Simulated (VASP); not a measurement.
Write the native input for VASP 6.6.1 that does the following.

```
Task                   : single point
Functional             : PBE
Potentials or basis    : VASP PAW PBE potentials, release 64 (Mg, Te, O)
Cutoff                 : 520 eV
k mesh                 : 4 × 4 × 2
Occupations            : gaussian, width 0.1 eV
Spin                   : no spin polarisation
Dipole correction      : no
Further INCAR settings : ALGO = Normal; EDIFF = 1e-06; NBANDS = 21
```

The structure of Mg3Te2O lies in POSCAR:

```
Mg3Te2O
1.0
    4.4261642202      0.0000000000      0.0000000000
    0.0000000000      4.4261642202      0.0000000000
    0.0000000000      0.0000000000      7.1960902925
Mg Te O
3 2 1
Direct
    0.5000000000      0.0000000000      0.6223657130
    0.0000000000      0.5000000000      0.6223657130
    0.5000000000      0.5000000000      0.3016832942
    0.5000000000      0.0000000000      0.0355275798
    0.0000000000      0.5000000000      0.0355275798
    0.0000000000      0.0000000000      0.6044679603
```

The cell was built from a structure type or drawn by symmetry, and may not be a known phase.

These files were run (other wordings do the same):

INCAR

```
SYSTEM = Mg3Te2O
PREC = Accurate
ENCUT = 520
EDIFF = 1E-6
ISMEAR = 0
SIGMA = 0.1
LREAL = .FALSE.
LASPH = .TRUE.
NELM = 80
ALGO = Normal
ISIF = 2
LWAVE = .FALSE.
LCHARG = .FALSE.
GGA = PE
NBANDS = 21
```

KPOINTS

```
Automatic mesh
0
G
  4 4 2
  0 0 0
```

Potentials or basis: VASP PAW PBE potentials, release 64 (Mg, Te, O).

The run is started by

```console
$ cat potpaw_PBE.64/Mg/POTCAR potpaw_PBE.64/Te/POTCAR potpaw_PBE.64/O/POTCAR > POTCAR
$ mpirun -np 1 vasp_std > vasp.out
```

It gave:

```json
{
  "Pressure": "-0.1 GPa",
  "Largest force": "0.011 eV/Å",
  "Band gap on the k mesh": "zero (bands 12 and 13 overlap by 2.80 eV)"
}
```

Caveat: the k points lie up to 0.44 Å⁻¹ apart, too coarse for converged energies and pressures of a metal; spin-orbit coupling is left out, which moves the levels of the heavy elements.

Run time: 35 s on 1 thread of AMD EPYC 9R45 96-Core Processor (Zen 5), on a shared host, peak memory 0.21 GiB.
